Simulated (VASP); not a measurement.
# Pd (I4/mmm) in VASP: further runs, part 2 of 3

VASP 6.6.1.

## Step 5: Single point, PBE (strain +0.1125 x Voigt [1, 1, 0, 0, 0, 0])

File INCAR:

```
  ALGO = Normal
  EDIFF = 1E-6
  ENCUT = 500
  GGA = PE
  GGA_COMPAT = False
  ISIF = 2
  ISMEAR = 0
  LASPH = True
  LCHARG = False
  LREAL = False
  LWAVE = False
  NBANDS = 11
  NELM = 120
  PREC = Accurate
  SIGMA = 0.15
```

File KPOINTS:

```
k-points
0
Gamma
  8 8 8
```

File POSCAR:

```
Pd
1.0
    0.0000000000      2.1637012500      1.9449000000
    2.1637012500      0.0000000000      1.9449000000
    2.1637012500      2.1637012500      0.0000000000
Pd
1
Direct
    0.0000000000      0.0000000000      0.0000000000
```

Potentials or basis: VASP PAW PBE potentials, release 64 (Pd).

Run with:

```sh
cat potpaw_PBE.64/Pd/POTCAR > POTCAR
mpirun -np 1 vasp_std > vasp.out
```

OUTCAR:

```text
EDIFF = 1E-6
   ENCUT = 500
   GGA = PE
   ISIF = 2
   ISMEAR = 0
   LASPH = True
   LREAL = False
   NELM = 120
   PREC = Accurate

 ion  position               nearest neighbor table
   1  0.000  0.000  0.000-

  LATTYP: Found a body centered tetragonal cell.
 ALAT       =     3.0599356527
 C/A-ratio  =     1.2712032021

  Lattice vectors:

 A1 = (   0.0000000000,  -2.1637012500,  -1.9449000000)
 A2 = (   0.0000000000,   2.1637012500,  -1.9449000000)
 A3 = (   2.1637012500,   0.0000000000,   1.9449000000)

Analysis of symmetry for initial positions (statically):
=====================================================================
 Subroutine PRICEL returns:
 Original cell was already a primitive cell.

 Routine SETGRP: Setting up the symmetry group for a
 body centered tetragonal supercell.

 Subroutine GETGRP returns: Found 16 space group operations
 (whereof 16 operations were pure point group operations)
 out of a pool of 16 trial point group operations.

The static configuration has the point symmetry D_4h.

Analysis of symmetry for dynamics (positions and initial velocities):
=====================================================================
 Subroutine PRICEL returns:
 Original cell was already a primitive cell.

 Routine SETGRP: Setting up the symmetry group for a
 body centered tetragonal supercell.

 Subroutine GETGRP returns: Found 16 space group operations
 (whereof 16 operations were pure point group operations)
 out of a pool of 16 trial point group operations.

The dynamic configuration has the point symmetry D_4h.

 Subroutine INISYM returns: Found 16 space group operations
 (whereof 16 operations are pure point group operations),
 and found     1 'primitive' translations

----------------------------------------------------------------------------------------

                                     Primitive cell

  volume of cell :      18.2105

  direct lattice vectors                    reciprocal lattice vectors
     0.000000000  2.163701250  1.944900000    -0.231085507  0.231085507  0.257082626
     2.163701250  0.000000000  1.944900000     0.231085507 -0.231085507  0.257082626
     2.163701250  2.163701250  0.000000000     0.231085507  0.231085507 -0.257082626

  length of vectors
     2.909336541  2.909336541  3.059935653     0.415803439  0.415803439  0.415803439

  position of ions in fractional coordinates (direct lattice)
     0.000000000  0.000000000  0.000000000

  ion indices of the primitive-cell ions
   primitive index   ion index
                 1           1

----------------------------------------------------------------------------------------

 KPOINTS: k-points

Automatic generation of k-mesh.
 Grid dimensions read from file:
 generate k-points for:    8    8    8

 Generating k-lattice:

  Cartesian coordinates                     Fractional coordinates (reciprocal lattice)
    -0.028885688  0.028885688  0.032135328     0.125000000  0.000000000  0.000000000
     0.028885688 -0.028885688  0.032135328     0.000000000  0.125000000  0.000000000
     0.028885688  0.028885688 -0.032135328    -0.000000000 -0.000000000  0.125000000

  Length of vectors
     0.051975430  0.051975430  0.051975430

  Shift w.r.t. Gamma in fractional coordinates (k-lattice)
     0.000000000  0.000000000  0.000000000

 Subroutine IBZKPT returns following result:
 ===========================================

 Found     59 irreducible k-points:

 Following reciprocal coordinates:
            Coordinates               Weight
  0.000000  0.000000  0.000000      1.000000
  0.125000 -0.000000  0.000000      8.000000
  0.250000 -0.000000  0.000000      8.000000
  0.375000  0.000000  0.000000      8.000000
  0.500000 -0.000000  0.000000      4.000000
  0.125000  0.125000  0.000000      2.000000
[... 16 lines left out ...]
  0.250000 -0.000000  0.125000     16.000000
  0.375000  0.000000  0.125000     16.000000
 [... further k-points ...]
   k-points           NKPTS =     59   k-points in BZ     NKDIM =     59   number of bands    NBANDS=     11
   number of dos      NEDOS =    301   number of ions     NIONS =      1
   total plane-waves  NPLWV =  13824
   dimension x,y,z NGX =    24 NGY =   24 NGZ =   24
   dimension x,y,z NGXF=    48 NGYF=   48 NGZF=   48
   ions per type =               1
   NGX,Y,Z   is equivalent  to a cutoff of  13.71, 13.71, 13.04 a.u.
   NGXF,Y,Z  is equivalent  to a cutoff of  27.43, 27.43, 26.08 a.u.
 SYSTEM =  unknown system
   PREC   = accura    normal or accurate (medium, high low for compatibility)
   ISTART =      0    job   : 0-new  1-cont  2-samecut
   ICHARG =      2    charge: 1-file 2-atom 10-const
   ISPIN  =      1    spin polarized calculation?
   LNONCOLLINEAR =      F non collinear calculations
   LSORBIT =      F    spin-orbit coupling
   LASPH  =      T    aspherical Exc in radial PAW
   ENCUT  =  500.0 eV  36.75 Ry    6.06 a.u.   5.30  5.30  5.58*2*pi/ulx,y,z
   NELM   =    120;   NELMIN=  2; NELMDL= -5     # of ELM steps
   EDIFF  = 0.1E-05   stopping-criterion for ELM
   LREAL  =      F    real-space projection
   EDIFFG = 0.1E-04   stopping-criterion for IOM
   NSW    =      0    number of steps for IOM
   IBRION =     -1    ionic relax: 0-MD 1-quasi-New 2-CG
   NFREE  =      0    steps in history (QN), initial steepest desc. (CG)
   ISIF   =      2    stress and relaxation
   ISYM   =      2    0-nonsym 1-usesym 2-fastsym
   POTIM  = 0.5000    time-step for ionic-motion
   TEBEG  =    0.0;   TEEND  =   0.0 temperature during run
   PSTRESS=    0.0 pullay stress
   NELECT =      10.0000    total number of electrons
   NUPDOWN=      -1.0000    fix difference up-down
   EMIN   =  10.00;   EMAX   =-10.00  energy-range for DOS
   EFERMI =   0.00;   METHOD = LEGACY
   ISMEAR =     0;   SIGMA  =   0.15  broadening in eV -4-tet -1-fermi 0-gaus
   EFERMI_NEDOS =   21; number of points for ismear=-14 and -15
   IALGO  =     38    algorithm
   IMIX   =      4    mixing-type and parameters
     AMIX     =   0.40;   BMIX     =  1.00
     AMIX_MAG =   1.60;   BMIX_MAG =  1.00
  volume/ion in A,a.u.               =      18.21       122.89
  Fermi-wavevector in a.u.,A,eV,Ry     =   1.340605  2.533376 24.452691  1.797222
  Thomas-Fermi vector in A             =   2.468905
   LORBIT       =      0    0 simple, 1 ext, 2 COOP (PROOUT), +10 PAW based schemes
   GGA     = PE    functional components
   LHFCALC =     F    Hartree Fock is set to
   AEXX    =    0.0000 exact exchange contribution
   IVDW    =     0    specifies the selected vdW correction
   LEPSILON=     F    determine dielectric tensor
   LRPA    =     F    only Hartree local field effects (RPA)
 non-spin polarized calculation
 Gauss-broadening in eV      SIGMA  =   0.15
  energy-cutoff  :      500.00
  volume of cell :       18.21
 maximum number of plane-waves:       475
 NGX is ok and might be reduce to    24
   NGX = 11   NGY = 11   NGZ = 11

 number of electron      10.0000001 magnetization

 Free energy of the ion-electron system (eV)
  ---------------------------------------------------
  ext. energy  EPLUGINS =         0.00000000
  ---------------------------------------------------
  free energy    TOTEN  =        -5.01587608 eV

  energy without entropy =       -4.99255717  energy(sigma->0) =       -5.00421662

 E-fermi :   6.6766     XC(G=0): -11.9046

 val. band max:        6.5969863805   @ k =   0.5000   0.5000   0.0000
 cond. band min:       6.6766997489   @ k =  -0.3750   0.3750   0.1250
 fundamental gap:      0.0797133684
 Fermi energy:         6.6766483972

 k-point     1 :       0.0000    0.0000    0.0000
  band No.  band energies     occupation
      1       0.9901      2.00000
      2       4.4390      2.00000
      3       4.4390      2.00000
      4       5.1007      2.00000
      5       5.3804      2.00000
      6       6.0493      2.00000
      7      23.6816      0.00000
      8      26.5959      0.00000
      9      26.5959      0.00000
     10      28.2301      0.00000
     11      31.7093      0.00000

 k-point     2 :       0.1250   -0.0000    0.0000
  band No.  band energies     occupation
      1       1.4532      2.00000
      2       4.4282      2.00000
      3       4.5490      2.00000
      4       5.1152      2.00000
      5       5.4006      2.00000
      6       5.9692      2.00000
      7      23.4465      0.00000
      8      24.7751      0.00000
      9      26.9132      0.00000
     10      27.8678      0.00000
     11      30.5331      0.00000
[... 295 lines left out ...]
 k-point    24 :       0.3750    0.0000    0.1250
  band No.  band energies     occupation
      1       3.0771      2.00000
      2       4.4070      2.00000
      3       4.6728      2.00000
      4       5.2257      2.00000
      5       6.3925      1.99261
      6       6.8800      0.05518
      7      16.9460      0.00000
      8      22.7989      0.00000
      9      24.1667      0.00000
     10      25.8809      0.00000
     11      30.7856      0.00000

 [... further k-points ...]
[... 5 lines left out ...]
  --------------------------------------------------------------------------------------
  -------------------------------------------------------------------------------------
  Total       -2.0395516     -2.0395516     -1.8511124      0.0000000     -0.0000000      0.0000000
  in kB     -179.4417191   -179.4417191   -162.8626517      0.0000000     -0.0000000      0.0000000
  external PRESSURE =    -173.9153633 kB  Pullay stress =       0.0000000 kB

 VOLUME and BASIS-vectors are now :
 -----------------------------------------------------------------------------
  energy-cutoff  :      500.00
  volume of cell :       18.21
      direct lattice vectors                 reciprocal lattice vectors
     0.000000000  2.163701250  1.944900000    -0.231085507  0.231085507  0.257082626
     2.163701250  0.000000000  1.944900000     0.231085507 -0.231085507  0.257082626
     2.163701250  2.163701250  0.000000000     0.231085507  0.231085507 -0.257082626

 POSITION                                       TOTAL-FORCE (eV/Angst)
 -----------------------------------------------------------------------------------
      0.00000      0.00000      0.00000         0.000000     -0.000000      0.000000
 -----------------------------------------------------------------------------------
    total drift:                               -0.000000      0.000000      0.000000

  FREE ENERGIE OF THE ION-ELECTRON SYSTEM (eV)
  ---------------------------------------------------
  free  energy   TOTEN  =        -5.0158760774 eV

  energy  without entropy=       -4.9925571680  energy(sigma->0) =       -5.00421662
```

Run time: 14 s. Hardware: 1 thread of Intel Xeon 8259CL, shared host; peak memory 0.14 GiB.

Results:

```
Free energy            : -5.0159 eV
Pressure               : -17.4 GPa
Band gap on the k mesh : zero (band 5 reaches 7.01 eV, above the bottom of band 6 at 5.82 eV)
```

Stress tensor (GPa, compression positive):
```
-17.94   0.00   0.00
  0.00 -17.94   0.00
  0.00   0.00 -16.29
```

Caveat: the cell differs from its parent crystal (strain +0.1125 x Voigt [1, 1, 0, 0, 0, 0]).

(Part 2 of 3 ends here.)
